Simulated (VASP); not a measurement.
The system is Sn.

```
CELL_PARAMETERS angstrom
-2.94014 2.94014 1.59930
2.94014 -2.94014 1.59930
2.94014 2.94014 -1.59930
ATOMIC_POSITIONS crystal
Sn 0.00000 0.00000 0.00000
Sn 0.75000 0.25000 0.50000
```

- Program: VASP 6.6.1
- Task: relaxation of cell and atoms
- Functional: PBEsol
- Potentials or basis: VASP PAW PBE potentials, release 64 (Sn_d)
- Cutoff: 600 eV
- k mesh: 9 × 9 × 9
- Occupations: fermi-dirac, width 0.05 eV
- Spin: no spin polarisation

At the start: pressure -1.5 GPa; volume 27.65 Å³/atom.

Problem. How do energy, volume and symmetry change on relaxing?

Solution. Over 12 steps the energy falls by 3.7 meV/atom and the volume is 26.88 Å³/atom (-2.8 %); space group I4_1/amd (No. 141, to 0.05 Å).

The path:
| step | energy change (eV) | largest force (eV/Å) | pressure (GPa) | volume (Å³) |
| --- | --- | --- | --- | --- |
| 1 | 0.0000 | 0.0000 | -1.45 | 55.30 |
| 2 | -0.0066 | 0.0000 | 0.50 | 53.32 |
| 3 | -0.0072 | 0.0000 | 0.01 | 53.77 |
| 4 | -0.0072 | 0.0000 | 0.06 | 53.74 |
| 5 | -0.0073 | 0.0000 | 0.05 | 53.74 |
| 6 | -0.0073 | 0.0000 | 0.04 | 53.74 |
| 7 | -0.0074 | 0.0000 | 0.04 | 53.74 |
| 8 | -0.0074 | 0.0000 | 0.04 | 53.74 |
| 9 | -0.0074 | 0.0000 | 0.03 | 53.74 |
| 10 | -0.0074 | 0.0000 | 0.04 | 53.74 |
| 11 | -0.0074 | 0.0000 | -0.03 | 53.79 |
| 12 | -0.0074 | 0.0000 | 0.02 | 53.77 |

Final structure:
```xyz
2
Lattice="-2.9188 2.9188 1.5777 2.9188 -2.9188 1.5777 2.9188 2.9188 -1.5777" Properties=species:S:1:pos:R:3 pbc="T T T"
Sn    0.0000    0.0000    0.0000
Sn    0.0000    2.9188    0.7889
```

Caveat: the PAW data sets were made with another functional, which shifts forces and pressure a little.
